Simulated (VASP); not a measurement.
Set up this calculation in VASP 6.6.1, as the native input.

```
Task                   : single point
Functional             : r2SCAN
Potentials or basis    : VASP PAW PBE potentials, release 64 (In_d, Sb)
Cutoff                 : 520 eV
k mesh                 : 12 × 12 × 12
Occupations            : fermi-dirac, width 0.05 eV
Spin                   : no spin polarisation
Dipole correction      : no
Further INCAR settings : ALGO = Normal; EDIFF = 1e-07; NBANDS = 16
```

Crystal: InSb.

```
In Sb
1.0
     0.00000    3.27795    3.27795
     3.27795    0.00000    3.27795
     3.27795    3.27795    0.00000
In Sb
1 1
Cartesian
  0.0000 0.0000 0.0000
  4.9169 4.9169 4.9169
```

One way to write it, as run:

POSCAR

```
InSb
1.0
    0.0000000000      3.2779517421      3.2779517421
    3.2779517421      0.0000000000      3.2779517421
    3.2779517421      3.2779517421      0.0000000000
In Sb
1 1
Direct
    0.0000000000      0.0000000000      0.0000000000
    0.7500000000      0.7500000000      0.7500000000
```

INCAR.step1

```
SYSTEM = InSb
ALGO = Normal
EDIFF = 1E-4
ENCUT = 520
GGA = PE
ISMEAR = -1
LASPH = .TRUE.
LCHARG = .FALSE.
LREAL = .FALSE.
LWAVE = .TRUE.
NBANDS = 16
NELM = 80
PREC = Accurate
SIGMA = 0.05
```

INCAR.step2

```
SYSTEM = InSb
ALGO = Normal
EDIFF = 1E-7
ENCUT = 520
ISIF = 2
ISMEAR = -1
ISTART = 1
LASPH = .TRUE.
LCHARG = .TRUE.
LELF = .TRUE.
LMIXTAU = .TRUE.
LREAL = .FALSE.
LVHAR = .TRUE.
LWAVE = .FALSE.
METAGGA = R2SCAN
NBANDS = 16
NELM = 80
PREC = Accurate
SIGMA = 0.05
```

KPOINTS

```
k-points
0
G
  12 12 12
  0 0 0
```

Potentials or basis: VASP PAW PBE potentials, release 64 (In_d, Sb).

Command:

```bash
$ cat potpaw_PBE.64/In_d/POTCAR potpaw_PBE.64/Sb/POTCAR > POTCAR
$ cp INCAR.step1 INCAR
$ mpirun -np 1 vasp_std > vasp.out
$ cp INCAR.step2 INCAR
$ mpirun -np 1 vasp_std > vasp.out
```

Results of the run:

| Item | Value |
| --- | --- |
| Pressure | 0.0 GPa |
| Band gap on the k mesh | 0.02 eV |

Caveat: the smearing spreads over this small gap; semilocal functionals underestimate gaps, and a narrow one can read as zero; the PAW data sets were made with another functional, which shifts forces and pressure a little; spin-orbit coupling is left out, which moves the levels of the heavy elements.

It took 8.5 min on 1 thread of Intel Xeon 8259CL, with other jobs on the host, peak memory 0.28 GiB.
